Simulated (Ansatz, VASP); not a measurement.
**GeSb3O2 in VASP and in Ansatz**

```
Ge Sb O
1.0
     4.22257    0.00000    0.00000
     0.00000    4.22257    0.00000
     0.00000    0.00000    7.46677
Ge Sb O
1 3 2
Direct
  0.00000 0.00000 0.00000
  0.50000 0.50000 0.00000
  0.00000 0.50000 0.50673
  0.50000 0.00000 0.49327
  0.00000 0.50000 0.77255
  0.50000 0.00000 0.22745
```

Change from the starting cell: species swapped into the Zr2CuSb3 type (P-4m2, No. 115).

Alike in both runs: functional PBE; k mesh 4 × 4 × 4; occupations gaussian, width 0.1 eV; no spin polarisation.

Ansatz relaxed the structure, and its values are those at the end. VASP's run is a single point on that final structure, the one shown.

```csv
,VASP,Ansatz
version,VASP 6.6.1,Ansatz 0.2.0
potentials or method,"VASP PAW PBE potentials, release 64 (Ge_d, Sb, O), cutoff 520 eV","scalar-relativistic, plane waves, PAW"
valence electrons in the cell,41,71
```

```csv
,VASP,Ansatz,Ansatz less VASP
gap on the k mesh at the Fermi level (eV),none,none,-
pressure (GPa),0.1,0.1,0.00
rms of the force components (eV/Å),0.044,0.016,-0.0277
```

A gap of «none» marks a metal or a gap that the smearing closes. The functional is the same, so the differences come from potentials, cutoffs and numerics. VASP's potentials hold 41 valence electrons a cell and Ansatz's 71, so a difference there can come from the potentials and not from the codes.

The k mesh is coarse, so the values compare programs but aren't converged. Spin-orbit coupling is off throughout.
